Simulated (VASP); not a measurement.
A run of VASP 6.6.1 is set up as follows.

Contents of POSCAR:

```
Co
1.0
    0.0000000000      3.0724175604      3.0724175604
    3.0724175604      0.0000000000      3.0724175604
    3.0724175604      3.0724175604      0.0000000000
Co
2
Direct
    0.0000000000      0.0000000000      0.0000000000
    0.2500000000      0.2500000000      0.2500000000
```

INCAR.step1

```
PREC = Accurate
ENCUT = 600
ISMEAR = 0
SIGMA = 0.1
LREAL = F
LASPH = T
NELM = 150
ISPIN = 2
MAGMOM = 2.49 2.49
LMAXMIX = 4
GGA = PE
ALGO = Normal
EDIFF = 1E-4
LWAVE = T
LCHARG = F
```

The input INCAR.step2:

```
PREC = Accurate
ENCUT = 600
EDIFF = 1E-6
ISMEAR = 0
SIGMA = 0.1
LREAL = F
LASPH = T
NELM = 150
ALGO = Normal
ISIF = 3
LWAVE = F
LCHARG = F
ISPIN = 2
MAGMOM = 2.49 2.49
LORBIT = 11
LMAXMIX = 4
METAGGA = R2SCAN
LMIXTAU = T
IBRION = 2
NSW = 80
EDIFFG = -0.05
ISTART = 1
```

KPOINTS

```
regular mesh
0
Gamma
  6 6 6
```

Potentials or basis: VASP PAW PBE potentials, release 64 (Co).

The run is started by

```console
$ cat potpaw_PBE.64/Co/POTCAR > POTCAR
$ cp INCAR.step1 INCAR
$ mpirun -np 1 vasp_std > vasp.out
$ cp INCAR.step2 INCAR
$ mpirun -np 1 vasp_std > vasp.out
```

**Question.** Estimate the site moments.

**Answer.** Co +1.83 μB.

**Question.** Predict the net moment.

**Answer.** 3.64 μB per cell.

Step by step:
```
step  energy change (eV)  largest force (eV/Å)  pressure (GPa)  volume (Å³)
   1              0.0000                0.0000          -16.02        58.01
   2             -2.0988                0.0000          -11.56        36.91
   3             -2.3124                0.0000           -0.30        31.89
```

Caveat: the volume moved by over 15 % at a fixed basis, so the end points are rough; the PAW data sets were made with another functional, which shifts forces and pressure a little.
